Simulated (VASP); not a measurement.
# KBr (Fm-3m) in VASP: a series of runs

KBr is run at these levels: PBE; tasks: single point.

Everything below comes from runs of VASP 6.6.1. Logs are shortened: lines on timing, memory, paths and dates and some standing lists are left out, and cuts for length are marked.

### 1 The cell of the first run

It takes space group Fm-3m (No. 225, cubic). The conventional cell has a = 6.604 Å, b = 6.604 Å, c = 6.604 Å, α = 90.00°, β = 90.00°, γ = 90.00°. Within 4.3 Å of K (site symmetry m-3m) lie 6 Br at 3.30 Å. Within 4.3 Å of Br (site symmetry m-3m) lie 6 K at 3.30 Å.

### 2 Single point, PBE

File INCAR:

```
PREC = Accurate
ENCUT = 500
EDIFF = 1E-6
ISMEAR = 0
SIGMA = 0.01
LREAL = False
LASPH = True
NELM = 120
ALGO = Normal
ISIF = 2
LWAVE = False
LCHARG = False
GGA = PE
NBANDS = 15
GGA_COMPAT = False
```

File KPOINTS:

```
Automatic mesh
0
Gamma
  4 4 4
```

File POSCAR:

```
KBr
1.0
    0.0000000000      3.3022478201      3.3022478201
    3.3022478201      0.0000000000      3.3022478201
    3.3022478201      3.3022478201      0.0000000000
K Br
1 1
Direct
    0.0000000000      0.0000000000      0.0000000000
    0.5000000000      0.5000000000      0.5000000000
```

Potentials or basis: VASP PAW PBE potentials, release 64 (K_sv, Br).

Command:

```sh
> cat potpaw_PBE.64/K_sv/POTCAR potpaw_PBE.64/Br/POTCAR > POTCAR
> mpirun -np 1 vasp_std > vasp.out
```

OUTCAR:

```text
PREC = Accurate
   ENCUT = 500
   EDIFF = 1E-6
   ISMEAR = 0
   LREAL = False
   LASPH = True
   NELM = 120
   ISIF = 2
   GGA = PE

 ion  position               nearest neighbor table
   1  0.000  0.000  0.000-   2 3.30   2 3.30   2 3.30   2 3.30   2 3.30   2 3.30
   2  0.500  0.500  0.500-   1 3.30   1 3.30   1 3.30   1 3.30   1 3.30   1 3.30

  LATTYP: Found a face centered cubic cell.
 ALAT       =     6.6044956402

  Lattice vectors:

 A1 = (   0.0000000000,   3.3022478201,   3.3022478201)
 A2 = (   3.3022478201,   0.0000000000,   3.3022478201)
 A3 = (   3.3022478201,   3.3022478201,   0.0000000000)

Analysis of symmetry for initial positions (statically):
=====================================================================
 Subroutine PRICEL returns:
 Original cell was already a primitive cell.

 Routine SETGRP: Setting up the symmetry group for a
 face centered cubic supercell.

 Subroutine GETGRP returns: Found 48 space group operations
 (whereof 48 operations were pure point group operations)
 out of a pool of 48 trial point group operations.

The static configuration has the point symmetry O_h .

Analysis of symmetry for dynamics (positions and initial velocities):
=====================================================================
 Subroutine PRICEL returns:
 Original cell was already a primitive cell.

 Routine SETGRP: Setting up the symmetry group for a
 face centered cubic supercell.

 Subroutine GETGRP returns: Found 48 space group operations
 (whereof 48 operations were pure point group operations)
 out of a pool of 48 trial point group operations.

The dynamic configuration has the point symmetry O_h .

 Subroutine INISYM returns: Found 48 space group operations
 (whereof 48 operations are pure point group operations),
 and found     1 'primitive' translations

----------------------------------------------------------------------------------------

                                     Primitive cell

  volume of cell :      72.0210

  direct lattice vectors                    reciprocal lattice vectors
     0.000000000  3.302247820  3.302247820    -0.151412016  0.151412016  0.151412016
     3.302247820  0.000000000  3.302247820     0.151412016 -0.151412016  0.151412016
     3.302247820  3.302247820  0.000000000     0.151412016  0.151412016 -0.151412016

  length of vectors
     4.670083654  4.670083654  4.670083654     0.262253305  0.262253305  0.262253305

  position of ions in fractional coordinates (direct lattice)
     0.000000000  0.000000000  0.000000000
     0.500000000  0.500000000  0.500000000

  ion indices of the primitive-cell ions
   primitive index   ion index
                 1           1
                 2           2

----------------------------------------------------------------------------------------

 KPOINTS: Automatic mesh

Automatic generation of k-mesh.
 Grid dimensions read from file:
 generate k-points for:    4    4    4

 Generating k-lattice:

  Cartesian coordinates                     Fractional coordinates (reciprocal lattice)
    -0.037853004  0.037853004  0.037853004     0.250000000  0.000000000  0.000000000
     0.037853004 -0.037853004  0.037853004     0.000000000  0.250000000  0.000000000
     0.037853004  0.037853004 -0.037853004     0.000000000  0.000000000  0.250000000

  Length of vectors
     0.065563326  0.065563326  0.065563326

  Shift w.r.t. Gamma in fractional coordinates (k-lattice)
     0.000000000  0.000000000  0.000000000

 Subroutine IBZKPT returns following result:
 ===========================================

 Found      8 irreducible k-points:

 Following reciprocal coordinates:
            Coordinates               Weight
  0.000000  0.000000  0.000000      1.000000
  0.250000  0.000000  0.000000      8.000000
  0.500000  0.000000  0.000000      4.000000
  0.250000  0.250000  0.000000      6.000000
  0.500000  0.250000  0.000000     24.000000
 -0.250000  0.250000  0.000000     12.000000
  0.500000  0.500000  0.000000      3.000000
 -0.250000  0.500000  0.250000      6.000000
   k-points           NKPTS =      8   k-points in BZ     NKDIM =      8   number of bands    NBANDS=     15
   number of dos      NEDOS =    301   number of ions     NIONS =      2
   total plane-waves  NPLWV =  46656
   dimension x,y,z NGX =    36 NGY =   36 NGZ =   36
   dimension x,y,z NGXF=    72 NGYF=   72 NGZF=   72
   ions per type =               1   1
   NGX,Y,Z   is equivalent  to a cutoff of  12.82, 12.82, 12.82 a.u.
   NGXF,Y,Z  is equivalent  to a cutoff of  25.63, 25.63, 25.63 a.u.
 SYSTEM =  unknown system
   PREC   = accura    normal or accurate (medium, high low for compatibility)
   ISTART =      0    job   : 0-new  1-cont  2-samecut
   ICHARG =      2    charge: 1-file 2-atom 10-const
   ISPIN  =      1    spin polarized calculation?
   LNONCOLLINEAR =      F non collinear calculations
   LSORBIT =      F    spin-orbit coupling
   LASPH  =      T    aspherical Exc in radial PAW
   ENCUT  =  500.0 eV  36.75 Ry    6.06 a.u.   8.51  8.51  8.51*2*pi/ulx,y,z
   NELM   =    120;   NELMIN=  2; NELMDL= -5     # of ELM steps
   EDIFF  = 0.1E-05   stopping-criterion for ELM
   LREAL  =      F    real-space projection
   EDIFFG = 0.1E-04   stopping-criterion for IOM
   NSW    =      0    number of steps for IOM
   IBRION =     -1    ionic relax: 0-MD 1-quasi-New 2-CG
   NFREE  =      0    steps in history (QN), initial steepest desc. (CG)
   ISIF   =      2    stress and relaxation
   ISYM   =      2    0-nonsym 1-usesym 2-fastsym
   POTIM  = 0.5000    time-step for ionic-motion
   TEBEG  =    0.0;   TEEND  =   0.0 temperature during run
   PSTRESS=    0.0 pullay stress
   NELECT =      16.0000    total number of electrons
   NUPDOWN=      -1.0000    fix difference up-down
   EMIN   =  10.00;   EMAX   =-10.00  energy-range for DOS
   EFERMI =   0.00;   METHOD = LEGACY
   ISMEAR =     0;   SIGMA  =   0.01  broadening in eV -4-tet -1-fermi 0-gaus
   EFERMI_NEDOS =   21; number of points for ismear=-14 and -15
   IALGO  =     38    algorithm
   IMIX   =      4    mixing-type and parameters
     AMIX     =   0.40;   BMIX     =  1.00
     AMIX_MAG =   1.60;   BMIX_MAG =  1.00
  volume/ion in A,a.u.               =      36.01       243.01
  Fermi-wavevector in a.u.,A,eV,Ry     =   0.991506  1.873674 13.375661  0.983083
  Thomas-Fermi vector in A             =   2.123252
   LORBIT       =      0    0 simple, 1 ext, 2 COOP (PROOUT), +10 PAW based schemes
   GGA     = PE    functional components
   LHFCALC =     F    Hartree Fock is set to
   AEXX    =    0.0000 exact exchange contribution
   IVDW    =     0    specifies the selected vdW correction
   LEPSILON=     F    determine dielectric tensor
   LRPA    =     F    only Hartree local field effects (RPA)
 non-spin polarized calculation
 Gauss-broadening in eV      SIGMA  =   0.01
  energy-cutoff  :      500.00
  volume of cell :       72.02
 maximum number of plane-waves:      1850
 NGX is ok and might be reduce to    36
   NGX = 17   NGY = 17   NGZ = 17

 number of electron      15.9999997 magnetization

 Free energy of the ion-electron system (eV)
  ---------------------------------------------------
  ext. energy  EPLUGINS =         0.00000000
  ---------------------------------------------------
  free energy    TOTEN  =        -6.21524498 eV

  energy without entropy =       -6.21524498  energy(sigma->0) =       -6.21524498

 E-fermi :  -1.6930     XC(G=0):  -7.3622

 val. band max:       -1.7480437181   @ k =   0.0000   0.0000   0.0000
 cond. band min:       2.6800025237   @ k =   0.0000   0.0000   0.0000
 fundamental gap:      4.4280462418
 Fermi energy:        -1.6930340781

 k-point     1 :       0.0000    0.0000    0.0000
  band No.  band energies     occupation
      1     -29.5345      2.00000
      2     -14.0376      2.00000
      3     -13.0114      2.00000
      4     -13.0114      2.00000
      5     -13.0114      2.00000
      6      -1.7480      2.00000
      7      -1.7480      2.00000
      8      -1.7480      2.00000
      9       2.6800      0.00000
     10       5.8551      0.00000
     11       5.8551      0.00000
     12       5.8551      0.00000
     13       6.6770      0.00000
     14       6.6770      0.00000
     15       9.8489      0.00000

 k-point     2 :       0.2500    0.0000    0.0000
  band No.  band energies     occupation
      1     -29.5317      2.00000
      2     -14.1347      2.00000
      3     -13.0142      2.00000
      4     -13.0142      2.00000
      5     -12.8793      2.00000
      6      -2.4170      2.00000
      7      -1.9203      2.00000
      8      -1.9203      2.00000
      9       3.9308      0.00000
     10       5.7371      0.00000
     11       6.5565      0.00000
     12       6.5565      0.00000
     13       7.4453      0.00000
     14       7.4453      0.00000
     15      10.4580      0.00000

 k-point     3 :       0.5000    0.0000    0.0000
  band No.  band energies     occupation
      1     -29.5289      2.00000
      2     -14.2150      2.00000
      3     -13.0170      2.00000
      4     -13.0170      2.00000
      5     -12.7629      2.00000
      6      -2.9226      2.00000
      7      -2.0792      2.00000
      8      -2.0792      2.00000
      9       4.8379      0.00000
     10       6.4792      0.00000
     11       8.0090      0.00000
     12       8.0090      0.00000
     13       8.3209      0.00000
     14       8.3209      0.00000
     15       9.1720      0.00000
[... 55 lines left out ...]
 k-point     7 :       0.5000    0.5000    0.0000
  band No.  band energies     occupation
      1     -29.5273      2.00000
      2     -13.9400      2.00000
      3     -13.1010      2.00000
      4     -13.0470      2.00000
      5     -13.0470      2.00000
      6      -2.5593      2.00000
      7      -2.0329      2.00000
      8      -2.0329      2.00000
      9       4.1187      0.00000
     10       5.4427      0.00000
     11       7.6151      0.00000
     12       7.7499      0.00000
     13       7.9168      0.00000
     14       9.0186      0.00000
     15       9.0186      0.00000

 k-point     8 :      -0.2500    0.5000    0.2500
  band No.  band energies     occupation
      1     -29.5273      2.00000
      2     -14.0368      2.00000
      3     -13.0739      2.00000
      4     -13.0739      2.00000
      5     -12.9154      2.00000
      6      -2.3336      2.00000
      7      -2.3336      2.00000
      8      -2.2826      2.00000
      9       5.6364      0.00000
     10       5.6364      0.00000
     11       6.5015      0.00000
     12       7.2461      0.00000
     13       8.9393      0.00000
     14       9.0432      0.00000
     15       9.2648      0.00000

------------------------ aborting loop because EDIFF is reached ----------------------------------------

  FORCE on cell =-STRESS in cart. coord.  units (eV):
  Direction    XX          YY          ZZ          XY          YZ          ZX
  --------------------------------------------------------------------------------------
  -------------------------------------------------------------------------------------
  Total        0.3244946      0.3244946      0.3244946     -0.0000000     -0.0000000      0.0000000
  in kB        7.2187009      7.2187009      7.2187009     -0.0000000     -0.0000000      0.0000000
  external PRESSURE =       7.2187009 kB  Pullay stress =       0.0000000 kB

 VOLUME and BASIS-vectors are now :
 -----------------------------------------------------------------------------
  energy-cutoff  :      500.00
  volume of cell :       72.02
      direct lattice vectors                 reciprocal lattice vectors
     0.000000000  3.302247820  3.302247820    -0.151412016  0.151412016  0.151412016
     3.302247820  0.000000000  3.302247820     0.151412016 -0.151412016  0.151412016
     3.302247820  3.302247820  0.000000000     0.151412016  0.151412016 -0.151412016

 POSITION                                       TOTAL-FORCE (eV/Angst)
 -----------------------------------------------------------------------------------
      0.00000      0.00000      0.00000         0.000000     -0.000000     -0.000000
      3.30225      3.30225      3.30225        -0.000000      0.000000      0.000000
 -----------------------------------------------------------------------------------
    total drift:                                0.000000      0.000000      0.000000

  FREE ENERGIE OF THE ION-ELECTRON SYSTEM (eV)
  ---------------------------------------------------
  free  energy   TOTEN  =        -6.2152449793 eV

  energy  without entropy=       -6.2152449793  energy(sigma->0) =       -6.21524498
```

Wall time 11 s (1 thread of Intel Xeon Platinum 8488C (Sapphire Rapids), shared host); peak memory 0.19 GiB.

What came out:

```yaml
Free_energy: -6.2152 eV
Pressure: 0.7 GPa
Band_gap_on_the_k_mesh: 4.43 eV
```

### 3 Single point, PBE

File INCAR:

```
SYSTEM = KBr
ALGO = Normal
EDIFF = 1E-6
ENCUT = 500
GGA = PE
GGA_COMPAT = .FALSE.
ISIF = 2
ISMEAR = 0
LASPH = .TRUE.
LCHARG = .FALSE.
LREAL = .FALSE.
LWAVE = .FALSE.
NBANDS = 15
NELM = 120
PREC = Accurate
SIGMA = 0.01
```

File KPOINTS:

```
k-points
0
G
  4 4 4
  0 0 0
```

POSCAR is that of step 2.

Potentials or basis: VASP PAW PBE potentials, release 64 (K_sv, Br).

Command:

```sh
> cat potpaw_PBE.64/K_sv/POTCAR potpaw_PBE.64/Br/POTCAR > POTCAR
> mpirun -np 1 vasp_std > vasp.out
```

It took 9.8 s on 1 thread of Intel Xeon Platinum 8488C (Sapphire Rapids), shared host; peak memory 0.2 GiB.

Results (log left out):

| Property | Result |
| --- | --- |
| Free energy | -6.2152 eV |
| Pressure | 0.7 GPa |
| Band gap on the k mesh | 4.43 eV |

Levels at points of the mesh, in eV from the valence-band top:
```tsv
k point	band 6	band 7	band 8	band 9	band 10	band 11
(0.00, 0.00, 0.00)	0.00	0.00	0.00	4.43	7.60	7.60
(0.50, 0.00, 0.00)	-1.17	-0.33	-0.33	6.59	8.23	9.76
(0.50, 0.50, 0.00)	-0.81	-0.28	-0.28	5.87	7.19	9.36
```

### 4 Single point, PBE

File INCAR:

```
PREC = Accurate ; ENCUT = 500
EDIFF = 1E-6 ; ISMEAR = -1
SIGMA = 0.2 ; LREAL = F
LASPH = T ; NELM = 120
ALGO = Normal ; ISIF = 2
LWAVE = F ; LCHARG = F
GGA = PE ; NBANDS = 15
GGA_COMPAT = F
```

File KPOINTS:

```
Automatic mesh
0
Gamma
  4 4 4
```

POSCAR is that of step 3.

Command:

```sh
> cat potpaw_PBE.64/K_sv/POTCAR potpaw_PBE.64/Br/POTCAR > POTCAR
> mpirun -np 1 vasp_std > vasp.out
```

Run time: 14 s. Hardware: 1 thread of Intel Xeon Platinum 8488C (Sapphire Rapids), shared host; peak memory 0.19 GiB.

It converged, with:

```
Free energy            : -6.2152 eV
Pressure               : 0.7 GPa
Band gap on the k mesh : 4.43 eV
```

Levels at points of the mesh, in eV from the valence-band top:
```
           k point  band 4  band 5  band 6  band 7  band 8  band 9  band 10  band 11  band 12  band 13
(0.00, 0.00, 0.00)  -11.26  -11.26    0.00    0.00    0.00    4.43     7.60     7.60     7.60     8.42
(0.50, 0.00, 0.00)  -11.27  -11.01   -1.17   -0.33   -0.33    6.59     8.23     9.76     9.76    10.07
(0.50, 0.50, 0.00)  -11.30  -11.30   -0.81   -0.28   -0.28    5.87     7.19     9.36     9.50     9.66
```
